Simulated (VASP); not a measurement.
# Al16As15 (a cell with a defect) in VASP: relaxation of the atoms with PBE

Aim: the relaxation of the atoms of Al16As15 (a cell with a defect) with PBE.

Everything below comes from runs of VASP 6.6.1. Logs are shortened: lines on timing, memory, paths and dates and some standing lists are left out, and cuts for length are marked.

## Step 1: The cell of the first run

The cell holds a defect, 31 atoms: a = 9.921 Å, b = 9.921 Å, c = 9.921 Å, α = 109.47°, β = 109.47°, γ = 109.47°.

## Step 2: Relaxation of the atoms, PBE (atoms taken out)

INCAR

```
SYSTEM = Al16As15
  PREC = Accurate
  ENCUT = 450
  EDIFF = 1E-7
  ISMEAR = 0
  SIGMA = 0.01
  LREAL = Auto
  LASPH = .TRUE.
  NELM = 120
  ALGO = Normal
  ISIF = 2
  LWAVE = .FALSE.
  LCHARG = .FALSE.
  GGA = PE
  IBRION = 2
  NSW = 65
  EDIFFG = -0.025
  NELECT = 122.0
  GGA_COMPAT = .FALSE.
  NELMIN = 4
  KPAR = 2
  NCORE = 2
```

KPOINTS

```
Automatic mesh
0
Gamma
  2 2 2
  0.5 0.5 0.5
```

POSCAR

```
Al16As15
1.0
   -5.7279123634      5.7279123634      5.7279123634
    5.7279123634     -5.7279123634      5.7279123634
    5.7279123634      5.7279123634     -5.7279123634
Al As
16 15
Direct
    0.5223339312      0.0000000000      0.5000000000
    0.5020128770      0.2529320459      0.2520128770
    0.4970679541      0.4990808311     -0.0009191689
    0.7500000000      0.7723339312      0.5000000000
    0.5020128770      0.7520128770      0.7529320459
    0.7500000000      0.0000000000      0.2723339312
    0.7500000000      0.2479871230      0.0009191689
   -0.0020128770      0.5009191689      0.5000000000
    0.7500000000      0.5009191689      0.7479871230
    0.0029320459      0.7520128770      0.2520128770
   -0.0020128770      0.0000000000      0.0009191689
    0.2509191689      0.2479871230      0.5000000000
   -0.0223339312      0.2276660688      0.7276660688
    0.2490808311      0.4990808311      0.2470679541
    0.2490808311      0.7470679541     -0.0009191689
    0.2509191689      0.0000000000      0.7479871230
    0.7500000000      0.2463206477      0.2530994403
    0.7500000000      0.5000000000      0.0000000000
   -0.0036793523      0.7530994403      0.5000000000
    0.7500000000      0.7530994403      0.7463206477
   -0.0036793523      0.0000000000      0.2530994403
   -0.0030994403      0.2469005597     -0.0067787927
    0.2500000000      0.5000000000      0.5000000000
   -0.0030994403      0.4932212073      0.7469005597
    0.2567787927      0.7536793523      0.2536793523
    0.2500000000      0.0000000000      0.0000000000
    0.5030994403      0.2463206477      0.5000000000
    0.2432212073      0.2469005597      0.7469005597
    0.5036793523      0.5067787927      0.2536793523
    0.5036793523      0.7536793523      0.0067787927
    0.5030994403      0.0000000000      0.7463206477
```

Potentials or basis: VASP PAW PBE potentials, release 64 (Al, As).

Launch:

```sh
cat potpaw_PBE.64/Al/POTCAR potpaw_PBE.64/As/POTCAR > POTCAR
mpirun -np 4 vasp_std > vasp.out
```

OUTCAR:

```text
SYSTEM = Al16As15
   PREC = Accurate
   ENCUT = 450
   EDIFF = 1E-7
   ISMEAR = 0
   LREAL = Auto
   LASPH = .TRUE.
   NELM = 120
   ISIF = 2
   GGA = PE
   IBRION = 2
   NSW = 65
   EDIFFG = -0.025
   NELECT = 122.0
   NELMIN = 4

 ion  position               nearest neighbor table
   1  0.522  0.000  0.500-  25 2.51  27 2.51  31 2.51
   2  0.502  0.253  0.252-  17 2.48  27 2.48  26 2.50  29 2.51
   3  0.497  0.499  0.999-  29 2.48  30 2.48  18 2.50  28 2.51
   4  0.750  0.772  0.500-  29 2.51  20 2.51  19 2.51
   5  0.502  0.752  0.753-  20 2.48  31 2.48  23 2.50  30 2.51
   6  0.750  0.000  0.272-  30 2.51  21 2.51  17 2.51
   7  0.750  0.248  0.001-  31 2.48  22 2.48  18 2.50  17 2.51
   8  0.998  0.501  0.500-  17 2.48  24 2.48  23 2.50  19 2.51
   9  0.750  0.501  0.748-  27 2.48  24 2.48  18 2.50  20 2.51
  10  0.003  0.752  0.252-  19 2.48  21 2.48  18 2.50  25 2.51
  11  0.998  0.000  0.001-  20 2.48  22 2.48  26 2.50  21 2.51
  12  0.251  0.248  0.500-  21 2.48  28 2.48  23 2.50  27 2.51
  13  0.978  0.228  0.728-  22 2.51  24 2.51  28 2.51
  14  0.249  0.499  0.247-  25 2.48  29 2.48  23 2.50  22 2.51
  15  0.249  0.747  0.999-  25 2.48  30 2.48  26 2.50  24 2.51
  16  0.251  0.000  0.748-  19 2.48  28 2.48  26 2.50  31 2.51
  17  0.750  0.246  0.253-   8 2.48   2 2.48   7 2.51   6 2.51
  18  0.750  0.500  0.000-   7 2.50   9 2.50  10 2.50   3 2.50
  19  0.996  0.753  0.500-  16 2.48  10 2.48   8 2.51   4 2.51
[... 10 lines left out ...]
  30  0.504  0.754  0.007-   3 2.48  15 2.48   5 2.51   6 2.51
  31  0.503  0.000  0.746-   7 2.48   5 2.48  16 2.51   1 2.51

  LATTYP: Found a body centered cubic cell.
 ALAT       =    11.4558247268

  Lattice vectors:

 A1 = (  -5.7279123634,   5.7279123634,   5.7279123634)
 A2 = (   5.7279123634,  -5.7279123634,   5.7279123634)
 A3 = (   5.7279123634,   5.7279123634,  -5.7279123634)

Analysis of symmetry for initial positions (statically):
=====================================================================
 Subroutine PRICEL returns:
 Original cell was already a primitive cell.

 Routine SETGRP: Setting up the symmetry group for a
 body centered cubic supercell.

 Subroutine GETGRP returns: Found 24 space group operations
 (whereof  2 operations were pure point group operations)
 out of a pool of 48 trial point group operations.

The static configuration has the point symmetry C_1h.
 The point group associated with its full space group is T_d .

Analysis of symmetry for dynamics (positions and initial velocities):
=====================================================================
 Subroutine PRICEL returns:
 Original cell was already a primitive cell.

 Routine SETGRP: Setting up the symmetry group for a
 body centered cubic supercell.

 Subroutine GETGRP returns: Found 24 space group operations
 (whereof  2 operations were pure point group operations)
 out of a pool of 48 trial point group operations.

The dynamic configuration has the point symmetry C_1h.
 The point group associated with its full space group is T_d .

 Subroutine INISYM returns: Found 24 space group operations
 (whereof  2 operations are pure point group operations),
 and found     1 'primitive' translations

----------------------------------------------------------------------------------------

                                     Primitive cell

  volume of cell :     751.7078

  direct lattice vectors                    reciprocal lattice vectors
    -5.727912363  5.727912363  5.727912363     0.000000000  0.087291838  0.087291838
     5.727912363 -5.727912363  5.727912363     0.087291838  0.000000000  0.087291838
     5.727912363  5.727912363 -5.727912363     0.087291838  0.087291838  0.000000000

  length of vectors
     9.921035235  9.921035235  9.921035235     0.123449302  0.123449302  0.123449302

  position of ions in fractional coordinates (direct lattice)
     0.522333931  0.000000000  0.500000000
     0.502012877  0.252932046  0.252012877
     0.497067954  0.499080831  0.999080831
     0.750000000  0.772333931  0.500000000
     0.502012877  0.752012877  0.752932046
     0.750000000  0.000000000  0.272333931
[... 23 lines left out ...]
     0.503679352  0.753679352  0.006778793
     0.503099440  0.000000000  0.746320648

  ion indices of the primitive-cell ions
   primitive index   ion index
                 1           1
                 2           2
                 3           3
                 4           4
                 5           5
                 6           6
[... 23 lines left out ...]
                30          30
                31          31

----------------------------------------------------------------------------------------

 KPOINTS: Automatic mesh

Automatic generation of k-mesh.
 Grid dimensions read from file:
 generate k-points for:    2    2    2

 Generating k-lattice:

  Cartesian coordinates                     Fractional coordinates (reciprocal lattice)
     0.000000000  0.043645919  0.043645919     0.500000000  0.000000000  0.000000000
     0.043645919  0.000000000  0.043645919     0.000000000  0.500000000  0.000000000
     0.043645919  0.043645919  0.000000000     0.000000000  0.000000000  0.500000000

  Length of vectors
     0.061724651  0.061724651  0.061724651

  Shift w.r.t. Gamma in fractional coordinates (k-lattice)
     0.500000000  0.500000000  0.500000000

 Subroutine IBZKPT returns following result:
 ===========================================

 Found      2 irreducible k-points:

 Following reciprocal coordinates:
            Coordinates               Weight
  0.250000  0.250000  0.250000      2.000000
 -0.250000  0.250000  0.250000      6.000000
   k-points           NKPTS =      2   k-points in BZ     NKDIM =      2   number of bands    NBANDS=     77
   number of dos      NEDOS =    301   number of ions     NIONS =     31
   total plane-waves  NPLWV = 343000
   dimension x,y,z NGX =    70 NGY =   70 NGZ =   70
   dimension x,y,z NGXF=   140 NGYF=  140 NGZF=  140
   ions per type =              16  15
   NGX,Y,Z   is equivalent  to a cutoff of  11.73, 11.73, 11.73 a.u.
   NGXF,Y,Z  is equivalent  to a cutoff of  23.46, 23.46, 23.46 a.u.
 SYSTEM =  Al16As15
   PREC   = accura    normal or accurate (medium, high low for compatibility)
   ISTART =      0    job   : 0-new  1-cont  2-samecut
   ICHARG =      2    charge: 1-file 2-atom 10-const
   ISPIN  =      1    spin polarized calculation?
   LNONCOLLINEAR =      F non collinear calculations
   LSORBIT =      F    spin-orbit coupling
   LASPH  =      T    aspherical Exc in radial PAW
   ENCUT  =  450.0 eV  33.07 Ry    5.75 a.u.  17.16 17.16 17.16*2*pi/ulx,y,z
   NELM   =    120;   NELMIN=  4; NELMDL= -5     # of ELM steps
   EDIFF  = 0.1E-06   stopping-criterion for ELM
   LREAL  =      T    real-space projection
   EDIFFG = -.3E-01   stopping-criterion for IOM
   NSW    =     65    number of steps for IOM
   IBRION =      2    ionic relax: 0-MD 1-quasi-New 2-CG
   NFREE  =      1    steps in history (QN), initial steepest desc. (CG)
   ISIF   =      2    stress and relaxation
   ISYM   =      2    0-nonsym 1-usesym 2-fastsym
   POTIM  = 0.5000    time-step for ionic-motion
   TEBEG  =    0.0;   TEEND  =   0.0 temperature during run
   PSTRESS=    0.0 pullay stress
   NELECT =     122.0000    total number of electrons
   NUPDOWN=      -1.0000    fix difference up-down
   EMIN   =  10.00;   EMAX   =-10.00  energy-range for DOS
   EFERMI =   0.00;   METHOD = LEGACY
   ISMEAR =     0;   SIGMA  =   0.01  broadening in eV -4-tet -1-fermi 0-gaus
   EFERMI_NEDOS =   21; number of points for ismear=-14 and -15
   IALGO  =     38    algorithm
   IMIX   =      4    mixing-type and parameters
     AMIX     =   0.40;   BMIX     =  1.00
     AMIX_MAG =   1.60;   BMIX_MAG =  1.00
  volume/ion in A,a.u.               =      24.25       163.64
  Fermi-wavevector in a.u.,A,eV,Ry     =   0.892987  1.687501 10.849634  0.797426
  Thomas-Fermi vector in A             =   2.015006
   LORBIT       =      0    0 simple, 1 ext, 2 COOP (PROOUT), +10 PAW based schemes
   GGA     = PE    functional components
   LHFCALC =     F    Hartree Fock is set to
   AEXX    =    0.0000 exact exchange contribution
   IVDW    =     0    specifies the selected vdW correction
   LEPSILON=     F    determine dielectric tensor
   LRPA    =     F    only Hartree local field effects (RPA)
 conjugate gradient relaxation of ions
 non-spin polarized calculation
 Gauss-broadening in eV      SIGMA  =   0.01
  energy-cutoff  :      450.00
  volume of cell :      751.71
 maximum number of plane-waves:     16308
 NGX is ok and might be reduce to    70
   NGX = 35   NGY = 35   NGZ = 35

--------------------------------------- Ionic step        1  -------------------------------------------

 number of electron     122.0000002 magnetization

 Free energy of the ion-electron system (eV)
  ---------------------------------------------------
  ext. energy  EPLUGINS =         0.00000000
  ---------------------------------------------------
  free energy    TOTEN  =      -145.77745785 eV

  energy without entropy =     -145.77745785  energy(sigma->0) =     -145.77745785

------------------------ aborting loop because EDIFF is reached ----------------------------------------

  FORCE on cell =-STRESS in cart. coord.  units (eV):
  Direction    XX          YY          ZZ          XY          YZ          ZX
  --------------------------------------------------------------------------------------
  -------------------------------------------------------------------------------------
  Total      -15.1599276    -15.1599276    -15.1599276     -0.0000000      0.0000000      0.0000000
  in kB      -32.3116119    -32.3116119    -32.3116119     -0.0000000      0.0000000      0.0000000
  external PRESSURE =     -32.3116119 kB  Pullay stress =       0.0000000 kB
[... 375 lines left out ...]
  energy  without entropy=     -145.8956493515  energy(sigma->0) =     -145.89564935

--------------------------------------- Ionic step        7  -------------------------------------------

 number of electron     121.9999997 magnetization

 Free energy of the ion-electron system (eV)
  ---------------------------------------------------
  ext. energy  EPLUGINS =         0.00000000
  ---------------------------------------------------
  free energy    TOTEN  =      -145.89681149 eV

  energy without entropy =     -145.89681149  energy(sigma->0) =     -145.89681149

 E-fermi :   3.2896     XC(G=0):  -8.7558

 val. band max:        3.2055121854   @ k =  -0.2500   0.2500   0.2500
 cond. band min:       4.5633502430   @ k =  -0.2500   0.2500   0.2500
 fundamental gap:      1.3578380576
 Fermi energy:         3.2896206017

 k-point     1 :       0.2500    0.2500    0.2500
  band No.  band energies     occupation
      1      -7.7082      2.00000
      2      -7.7082      2.00000
      3      -7.7082      2.00000
      4      -7.5614      2.00000
      5      -6.7602      2.00000
      6      -6.7602      2.00000
[... 65 lines left out ...]
     72       6.0098      0.00000
     73       6.0099      0.00000

 k-point     2 :      -0.2500    0.2500    0.2500
  band No.  band energies     occupation
      1      -8.0167      2.00000
      2      -7.4010      2.00000
      3      -7.4010      2.00000
      4      -7.3468      2.00000
      5      -7.2555      2.00000
      6      -6.9921      2.00000
[... 65 lines left out ...]
     72       6.7694      0.00000
     73       6.8427      0.00000
 [bands above 73 left out]

------------------------ aborting loop because EDIFF is reached ----------------------------------------

  FORCE on cell =-STRESS in cart. coord.  units (eV):
  Direction    XX          YY          ZZ          XY          YZ          ZX
  --------------------------------------------------------------------------------------
  -------------------------------------------------------------------------------------
  Total      -12.2276135    -12.2276135    -12.2276135     -0.0000000      0.0000000     -0.0000000
  in kB      -26.0617275    -26.0617275    -26.0617275     -0.0000000      0.0000000     -0.0000000
  external PRESSURE =     -26.0617275 kB  Pullay stress =       0.0000000 kB
[... 46 lines left out ...]
  FREE ENERGIE OF THE ION-ELECTRON SYSTEM (eV)
  ---------------------------------------------------
  free  energy   TOTEN  =      -145.8968114883 eV

  energy  without entropy=     -145.8968114883  energy(sigma->0) =     -145.89681149

 reached required accuracy - stopping structural energy minimisation
```

Wall time 5.8 min (4 MPI ranks of AMD EPYC 7R43 (Zen 3), shared host); peak memory 0.44 GiB.

What came out:

| Quantity | Value |
| --- | --- |
| Free energy | -145.8968 eV |
| Energy gained by relaxing | 3.9 meV/atom |
| Ionic steps | 7 |
| Largest force after relaxing | 0.010 eV/Å |

Forces in eV/Å, atoms in the order of the input:
```
Al   0.006 -0.006 -0.006
Al  -0.007  0.001 -0.007
Al   0.001  0.007  0.007
Al  -0.006  0.006 -0.006
Al  -0.007 -0.007  0.001
Al  -0.006 -0.006  0.006
Al  -0.001 -0.007  0.007
Al  -0.007  0.007 -0.001
Al  -0.001  0.007 -0.007
Al   0.001 -0.007 -0.007
Al  -0.007 -0.001  0.007
Al   0.007 -0.007 -0.001
Al   0.006  0.006  0.006
Al   0.007  0.007  0.001
Al   0.007  0.001  0.007
Al   0.007 -0.001 -0.007
As  -0.010  0.001 -0.001
As   0.000  0.000  0.000
As   0.001 -0.001 -0.010
As  -0.010 -0.001  0.001
As   0.001 -0.010 -0.001
As  -0.001 -0.001  0.010
As   0.000  0.000  0.000
As  -0.001  0.010 -0.001
As   0.010  0.001  0.001
As   0.000  0.000  0.000
As  -0.001  0.001 -0.010
As   0.010 -0.001 -0.001
As   0.001  0.010  0.001
As   0.001  0.001  0.010
As  -0.001 -0.010  0.001
```

Step by step:
| step | energy change (eV) | largest force (eV/Å) | pressure (GPa) |
| --- | --- | --- | --- |
| 1 | 0.0000 | 0.4361 | -3.23 |
| 2 | -0.0417 | 0.3153 | -3.13 |
| 3 | -0.0576 | 0.1864 | -3.00 |
| 4 | -0.0796 | 0.1298 | -2.93 |
| 5 | -0.1047 | 0.1192 | -2.72 |
| 6 | -0.1182 | 0.0264 | -2.64 |
| 7 | -0.1194 | 0.0105 | -2.61 |

Final structure:
```
CELL_PARAMETERS angstrom
-5.72791 5.72791 5.72791
5.72791 -5.72791 5.72791
5.72791 5.72791 -5.72791
ATOMIC_POSITIONS crystal
Al 0.50819 0.00000 0.50000
Al 0.50090 0.25202 0.25090
Al 0.49798 0.49888 0.99888
Al 0.75000 0.75819 0.50000
Al 0.50090 0.75090 0.75202
Al 0.75000 0.00000 0.25819
Al 0.75000 0.24910 0.00112
Al 0.99910 0.50112 0.50000
Al 0.75000 0.50112 0.74910
Al 0.00202 0.75090 0.25090
Al 0.99910 0.00000 0.00112
Al 0.25112 0.24910 0.50000
Al 0.99181 0.24181 0.74181
Al 0.24888 0.49888 0.24798
Al 0.24888 0.74798 0.99888
Al 0.25112 0.00000 0.74910
As 0.75000 0.24892 0.25352
As 0.75000 0.50000 0.00000
As 0.99892 0.75352 0.50000
As 0.75000 0.75352 0.74892
As 0.99892 0.00000 0.25352
As 0.99648 0.24648 0.99539
As 0.25000 0.50000 0.50000
As 0.99648 0.49539 0.74648
As 0.25461 0.75108 0.25108
As 0.25000 0.00000 0.00000
As 0.50352 0.24892 0.50000
As 0.24539 0.24648 0.74648
As 0.50108 0.50461 0.25108
As 0.50108 0.75108 0.00461
As 0.50352 0.00000 0.74892
```

Caveat: the cell carries a net charge on a neutralising background, which shifts energy and pressure; the cell differs from its parent crystal (atoms taken out); the cell is charged against a uniform background, so pressure and absolute levels hang on convention.
